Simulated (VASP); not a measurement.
# GdO (F-43m) in VASP: settings compared

Aim: see how the results for GdO move with the level of theory and the settings. Levels: r2SCAN, PBE+U. Tasks: single point.

Program: VASP 6.6.1. These are calculated values, not measurements. Logs are shortened: lines on timing, memory, paths and dates and some standing lists are left out, and cuts for length are marked.

### 1 The cell of the first run

The structure is cubic, space group F-43m (No. 216). Conventional cell: a = 5.290 Å, b = 5.290 Å, c = 5.290 Å, α = 90.00°, β = 90.00°, γ = 90.00°. Gd (site symmetry -43m) has 4 O at 2.29 Å within 3.0 Å. Within 3.0 Å of O (site symmetry -43m) lie 4 Gd at 2.29 Å.

### 2 Single point, r2SCAN, collinear spin, ferromagnetic start

The input, POSCAR:

```
GdO
1.0
    0.0000000000      2.6448824935      2.6448824935
    2.6448824935      0.0000000000      2.6448824935
    2.6448824935      2.6448824935      0.0000000000
Gd O
1 1
Direct
    0.0000000000      0.0000000000      0.0000000000
    0.2500000000      0.2500000000      0.2500000000
```

The input, INCAR.step1:

```
SYSTEM = GdO
  PREC = Accurate
  ENCUT = 520
  ISMEAR = -1
  SIGMA = 0.05
  LREAL = .False.
  LASPH = .True.
  NELM = 150
  ISPIN = 2
  MAGMOM = 7 0
  LMAXMIX = 6
  NBANDS = 23
  GGA = PE
  ALGO = Normal
  EDIFF = 1E-4
  LWAVE = .True.
  LCHARG = .False.
```

The input, INCAR.step2:

```
SYSTEM = GdO
  PREC = Accurate
  ENCUT = 520
  EDIFF = 1E-7
  ISMEAR = -1
  SIGMA = 0.05
  LREAL = .False.
  LASPH = .True.
  NELM = 150
  ALGO = Normal
  ISIF = 2
  LWAVE = .False.
  LCHARG = .False.
  ISPIN = 2
  MAGMOM = 7 0
  LORBIT = 11
  LMAXMIX = 6
  METAGGA = R2SCAN
  LMIXTAU = .True.
  NBANDS = 23
  ISTART = 1
```

The input, KPOINTS:

```
regular mesh
0
Gamma
  9 9 9
  0 0 0
```

Potentials or basis: VASP PAW PBE potentials, release 64 (Gd, O).

On the command line:

```
$ cat potpaw_PBE.64/Gd/POTCAR potpaw_PBE.64/O/POTCAR > POTCAR
$ cp INCAR.step1 INCAR
$ mpirun -np 1 vasp_std > vasp.out
$ cp INCAR.step2 INCAR
$ mpirun -np 1 vasp_std > vasp.out
```

OUTCAR:

```text
SYSTEM = GdO
   PREC = Accurate
   ENCUT = 520
   EDIFF = 1E-7
   ISMEAR = -1
   LREAL = .False.
   LASPH = .True.
   NELM = 150
   ISIF = 2
   ISPIN = 2
   LORBIT = 11
   METAGGA = R2SCAN
   ISTART = 1

 ion  position               nearest neighbor table
   1  0.000  0.000  0.000-   2 2.29   2 2.29   2 2.29   2 2.29
   2  0.250  0.250  0.250-   1 2.29   1 2.29   1 2.29   1 2.29

  LATTYP: Found a face centered cubic cell.
 ALAT       =     5.2897649870

  Lattice vectors:

 A1 = (   0.0000000000,   2.6448824935,   2.6448824935)
 A2 = (   2.6448824935,   0.0000000000,   2.6448824935)
 A3 = (   2.6448824935,   2.6448824935,   0.0000000000)

Analysis of symmetry for initial positions (statically):
=====================================================================
 Subroutine PRICEL returns:
 Original cell was already a primitive cell.

 Routine SETGRP: Setting up the symmetry group for a
 face centered cubic supercell.

 Subroutine GETGRP returns: Found 24 space group operations
 (whereof 24 operations were pure point group operations)
 out of a pool of 48 trial point group operations.

The static configuration has the point symmetry T_d .

Analysis of symmetry for dynamics (positions and initial velocities):
=====================================================================
 Subroutine PRICEL returns:
 Original cell was already a primitive cell.

 Routine SETGRP: Setting up the symmetry group for a
 face centered cubic supercell.

 Subroutine GETGRP returns: Found 24 space group operations
 (whereof 24 operations were pure point group operations)
 out of a pool of 48 trial point group operations.

The dynamic configuration has the point symmetry T_d .

Analysis of structural, dynamic, and magnetic symmetry:
=====================================================================
 Subroutine PRICEL returns:
 Original cell was already a primitive cell.

 Routine SETGRP: Setting up the symmetry group for a
 face centered cubic supercell.

 Subroutine GETGRP returns: Found 24 space group operations
 (whereof 24 operations were pure point group operations)
 out of a pool of 48 trial point group operations.

The overall configuration has the point symmetry T_d .

 Subroutine INISYM returns: Found 24 space group operations
 (whereof 24 operations are pure point group operations),
 and found     1 'primitive' translations

----------------------------------------------------------------------------------------

                                     Primitive cell

  volume of cell :      37.0040

  direct lattice vectors                    reciprocal lattice vectors
     0.000000000  2.644882493  2.644882493    -0.189044315  0.189044315  0.189044315
     2.644882493  0.000000000  2.644882493     0.189044315 -0.189044315  0.189044315
     2.644882493  2.644882493  0.000000000     0.189044315  0.189044315 -0.189044315

  length of vectors
     3.740428693  3.740428693  3.740428693     0.327434359  0.327434359  0.327434359

  position of ions in fractional coordinates (direct lattice)
     0.000000000  0.000000000  0.000000000
     0.250000000  0.250000000  0.250000000

  ion indices of the primitive-cell ions
   primitive index   ion index
                 1           1
                 2           2

----------------------------------------------------------------------------------------

 KPOINTS: regular mesh

Automatic generation of k-mesh.
 Grid dimensions read from file:
 generate k-points for:    9    9    9

 Generating k-lattice:

  Cartesian coordinates                     Fractional coordinates (reciprocal lattice)
    -0.021004924  0.021004924  0.021004924     0.111111111  0.000000000  0.000000000
     0.021004924 -0.021004924  0.021004924     0.000000000  0.111111111  0.000000000
     0.021004924  0.021004924 -0.021004924     0.000000000  0.000000000  0.111111111

  Length of vectors
     0.036381595  0.036381595  0.036381595

  Shift w.r.t. Gamma in fractional coordinates (k-lattice)
     0.000000000  0.000000000  0.000000000

 Subroutine IBZKPT returns following result:
 ===========================================

 Found     35 irreducible k-points:

 Following reciprocal coordinates:
            Coordinates               Weight
  0.000000  0.000000  0.000000      1.000000
  0.111111  0.000000  0.000000      8.000000
  0.222222  0.000000  0.000000      8.000000
  0.333333  0.000000  0.000000      8.000000
  0.444444  0.000000  0.000000      8.000000
  0.111111  0.111111  0.000000      6.000000
[... 16 lines left out ...]
 -0.333333  0.333333  0.000000     12.000000
  0.444444  0.444444  0.000000      6.000000
 [... further k-points ...]
   k-points           NKPTS =     35   k-points in BZ     NKDIM =     35   number of bands    NBANDS=     23
   number of dos      NEDOS =    301   number of ions     NIONS =      2
   total plane-waves  NPLWV =  21952
   dimension x,y,z NGX =    28 NGY =   28 NGZ =   28
   dimension x,y,z NGXF=    56 NGYF=   56 NGZF=   56
   ions per type =               1   1
   NGX,Y,Z   is equivalent  to a cutoff of  12.44, 12.44, 12.44 a.u.
   NGXF,Y,Z  is equivalent  to a cutoff of  24.89, 24.89, 24.89 a.u.
 SYSTEM =  GdO
   PREC   = accura    normal or accurate (medium, high low for compatibility)
   ISTART =      1    job   : 0-new  1-cont  2-samecut
   ICHARG =      0    charge: 1-file 2-atom 10-const
   ISPIN  =      2    spin polarized calculation?
   LNONCOLLINEAR =      F non collinear calculations
   LSORBIT =      F    spin-orbit coupling
   LASPH  =      T    aspherical Exc in radial PAW
   ENCUT  =  520.0 eV  38.22 Ry    6.18 a.u.   6.95  6.95  6.95*2*pi/ulx,y,z
   NELM   =    150;   NELMIN=  2; NELMDL=  0     # of ELM steps
   EDIFF  = 0.1E-06   stopping-criterion for ELM
   LREAL  =      F    real-space projection
   EDIFFG = 0.1E-05   stopping-criterion for IOM
   NSW    =      0    number of steps for IOM
   IBRION =     -1    ionic relax: 0-MD 1-quasi-New 2-CG
   NFREE  =      0    steps in history (QN), initial steepest desc. (CG)
   ISIF   =      2    stress and relaxation
   ISYM   =      2    0-nonsym 1-usesym 2-fastsym
   POTIM  = 0.5000    time-step for ionic-motion
   TEBEG  =    0.0;   TEEND  =   0.0 temperature during run
   PSTRESS=    0.0 pullay stress
   NELECT =      24.0000    total number of electrons
   NUPDOWN=      -1.0000    fix difference up-down
   EMIN   =  10.00;   EMAX   =-10.00  energy-range for DOS
   EFERMI =   0.00;   METHOD = LEGACY
   ISMEAR =    -1;   SIGMA  =   0.05  broadening in eV -4-tet -1-fermi 0-gaus
   EFERMI_NEDOS =   21; number of points for ismear=-14 and -15
   IALGO  =     38    algorithm
   IMIX   =      4    mixing-type and parameters
     AMIX     =   0.40;   BMIX     =  1.00
     AMIX_MAG =   1.60;   BMIX_MAG =  1.00
  volume/ion in A,a.u.               =      18.50       124.86
  Fermi-wavevector in a.u.,A,eV,Ry     =   1.417084  2.677900 27.322219  2.008126
  Thomas-Fermi vector in A             =   2.538351
   LORBIT       =     11    0 simple, 1 ext, 2 COOP (PROOUT), +10 PAW based schemes
   METAGGA = R2SCAN    functional components
   LHFCALC =     F    Hartree Fock is set to
   AEXX    =    0.0000 exact exchange contribution
   IVDW    =     0    specifies the selected vdW correction
   LEPSILON=     F    determine dielectric tensor
   LRPA    =     F    only Hartree local field effects (RPA)
 spin polarized calculation
  energy-cutoff  :      520.00
  volume of cell :       37.00
 maximum number of plane-waves:      1018
   NGX = 13   NGY = 13   NGZ = 13

 number of electron      24.0000009 magnetization       7.9353002

 Free energy of the ion-electron system (eV)
  ---------------------------------------------------
  ext. energy  EPLUGINS =         0.00000000
  ---------------------------------------------------
  free energy    TOTEN  =       -52.87484698 eV

  energy without entropy =      -52.86980388  energy(sigma->0) =      -52.87232543

 E-fermi :   4.4144     XC(G=0): -10.9892

 val. band max:        4.3901254690   @ k =   0.4444   0.0000   0.0000
 cond. band min:       4.6147369763   @ k =   0.2222   0.1111   0.0000
 fundamental gap:      0.2246115073
 Fermi energy:         4.4143780562

 spin component 1

 k-point     1 :       0.0000    0.0000    0.0000
  band No.  band energies     occupation
      1     -43.0481      1.00000
      2     -19.5352      1.00000
      3     -19.5351      1.00000
      4     -19.5351      1.00000
      5     -16.5402      1.00000
      6      -2.2457      1.00000
[... 15 lines left out ...]
     22      16.4508      0.00000
     23      17.0421      0.00000
[... 575 lines left out ...]
      1     -42.9807      1.00000
      2     -20.7934      1.00000
      3     -19.7692      1.00000
      4     -19.7691      1.00000
      5     -15.3106      1.00000
      6      -2.6762      1.00000
[... 15 lines left out ...]
     22      14.8832      0.00000
     23      15.7205      0.00000

 [... further k-points ...]

 spin component 2

 k-point     1 :       0.0000    0.0000    0.0000
  band No.  band energies     occupation
      1     -39.1853      1.00000
      2     -16.7833      1.00000
      3     -16.7833      1.00000
      4     -16.7833      1.00000
      5     -16.3691      1.00000
      6      -1.6463      1.00000
[... 15 lines left out ...]
     22      17.7647      0.00000
     23      17.9524      0.00000
[... 575 lines left out ...]
      1     -39.0912      1.00000
      2     -19.0087      1.00000
      3     -17.0924      1.00000
      4     -17.0924      1.00000
      5     -14.2277      1.00000
      6      -2.1498      1.00000
[... 15 lines left out ...]
     22      16.7137      0.00000
     23      17.0322      0.00000

 [... further k-points ...]

------------------------ aborting loop because EDIFF is reached ----------------------------------------

  FORCE on cell =-STRESS in cart. coord.  units (eV):
  Direction    XX          YY          ZZ          XY          YZ          ZX
  --------------------------------------------------------------------------------------
  -------------------------------------------------------------------------------------
  Total        1.0754989      1.0754989      1.0754989     -0.0000000      0.0000000      0.0000000
  in kB       46.5662662     46.5662662     46.5662662     -0.0000000      0.0000000      0.0000000
  external PRESSURE =      46.5662662 kB  Pullay stress =       0.0000000 kB

 VOLUME and BASIS-vectors are now :
 -----------------------------------------------------------------------------
  energy-cutoff  :      520.00
  volume of cell :       37.00
      direct lattice vectors                 reciprocal lattice vectors
     0.000000000  2.644882493  2.644882493    -0.189044315  0.189044315  0.189044315
     2.644882493  0.000000000  2.644882493     0.189044315 -0.189044315  0.189044315
     2.644882493  2.644882493  0.000000000     0.189044315  0.189044315 -0.189044315

 POSITION                                       TOTAL-FORCE (eV/Angst)
 -----------------------------------------------------------------------------------
      0.00000      0.00000      0.00000         0.000000     -0.000000     -0.000000
      1.32244      1.32244      1.32244        -0.000000      0.000000      0.000000
 -----------------------------------------------------------------------------------
    total drift:                               -0.000001     -0.000001     -0.000001

  FREE ENERGIE OF THE ION-ELECTRON SYSTEM (eV)
  ---------------------------------------------------
  free  energy   TOTEN  =       -52.8748469826 eV

  energy  without entropy=      -52.8698038802  energy(sigma->0) =      -52.87232543

 total charge

# of ion       s       p       d       f       tot
--------------------------------------------------
    1        2.041   5.676   0.519   6.983  15.219
    2        1.574   3.489   0.000   0.000   5.064
--------------------------------------------------
tot          3.615   9.166   0.519   6.983  20.283

 magnetization (x)

# of ion       s       p       d       f       tot
--------------------------------------------------
    1        0.001  -0.099   0.209   6.881   6.993
    2        0.006   0.019   0.000   0.000   0.025
--------------------------------------------------
tot          0.008  -0.080   0.209   6.881   7.018
```

Run time: 3.2 min. Hardware: 1 thread of Intel Xeon 6975P-C (Granite Rapids), shared host; peak memory 0.22 GiB.

What came out:

* Free energy: -52.8748 eV
* Pressure: 4.7 GPa
* Net moment: 7.94 μB per cell
* Site moments: Gd +6.99; O +0.03 μB
* Valence electrons inside the program's atomic spheres: Gd 15.22; O 5.06

Levels at points of the mesh, in eV from the Fermi level:
Spin up:
```
           k point  band 13  band 14  band 15  band 16  band 17  band 18  band 19  band 20
(0.00, 0.00, 0.00)    -5.49    -5.49    -5.49    -2.39     2.87     2.87     4.88     4.88
```
Spin down:
```csv
k point,band 6,band 7,band 8,band 9,band 10,band 11
"(0.00, 0.00, 0.00)",-6.06,-6.06,-6.06,-0.88,1.30,1.30
```

Caveat: the cell stands under pressure; the PAW data sets were made with another functional, which shifts forces and pressure a little; spin-orbit coupling is left out, which moves the levels of the heavy elements; a cell with one magnetic atom can't hold antiferromagnetic order, which such compounds often take; semilocal functionals describe open f shells poorly, which spoils levels, moments and volumes. With open d or f shells a metallic result of r2SCAN can be an artefact of self-interaction; +U or a hybrid may open a gap.

[end of part 1 of 2]
